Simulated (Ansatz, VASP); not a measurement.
## Sn3Te: VASP beside Ansatz

Contents of INCAR:

```
PREC     = Accurate       # precision mode
ENCUT    = 520            # plane-wave cutoff, eV
EDIFF    = 1E-6           # SCF threshold, eV
ISMEAR   = 0              # smearing method
SIGMA    = 0.1            # smearing width, eV
LREAL    = F              # projectors in reciprocal space
LASPH    = T              # aspherical terms in the spheres
NELM     = 100            # most SCF steps
ALGO     = Fast           # electronic algorithm
ISIF     = 2              # what is computed and relaxed
LWAVE    = F              # write WAVECAR
LCHARG   = F              # write CHGCAR
GGA      = PE             # functional
NBANDS   = 32             # bands
```

Contents of KPOINTS:

```
Automatic mesh
0
Gamma
  4 4 4
```

The input POSCAR:

```
Sn3Te
1.0
    4.8656220000      0.0000000000      0.0000000000
    0.0000000000      4.8656220000      0.0000000000
    0.0000000000      0.0000000000      4.8656220000
Sn Te
3 1
Direct
    0.5000000000      0.5000000000      0.0000000000
    0.5000000000      0.0000000000      0.5000000000
    0.0000000000      0.5000000000      0.5000000000
    0.0000000000      0.0000000000      0.0000000000
```

Input for Ansatz:

```yaml
crystal:
  lattice:
    - [4.865622, 0.0, 0.0]
    - [0.0, 4.865622, 0.0]
    - [0.0, 0.0, 4.865622]
  atoms:
    - { symbol: Sn, position: [0.5, 0.5, 0.0] }
    - { symbol: Sn, position: [0.5, 0.0, 0.5] }
    - { symbol: Sn, position: [0.0, 0.5, 0.5] }
    - { symbol: Te, position: [0.0, 0.0, 0.0] }
basis:
  ecutwfc: 420
kpoints:
  mp_grid: { grid: [4, 4, 4] }
hamiltonian:
  xc: pbe
scf:
  occupations: { method: gaussian, width: 0.1 }
  convergence: { dr2_threshold: "1e-10 eV" }
  max_iter: 75
output:
  forces: true
  stress: true
  eigenvalues: true
accuracy: high
```

Alike in both runs: task single point; functional PBE; k mesh 4 × 4 × 4; occupations gaussian, width 0.1 eV; no spin polarisation.

```csv
,VASP,Ansatz
version,VASP 6.6.1,Ansatz 0.2.0
potentials or method,"VASP PAW PBE potentials, release 64 (Sn_d, Te), cutoff 520 eV","scalar-relativistic, plane waves, PAW"
valence electrons in the cell,48,58
```

```csv
,VASP,Ansatz,Ansatz less VASP
gap on the k mesh at the Fermi level (eV),none,none,-
pressure (GPa),-0.1,-0.1,+0.03
```

A gap of «none» marks a metal or a gap that the smearing closes. The functional is the same, so the differences come from potentials, cutoffs and numerics. VASP's potentials hold 48 valence electrons a cell and Ansatz's 58, so a difference there can come from the potentials and not from the codes.

Neither program's run includes spin-orbit coupling.
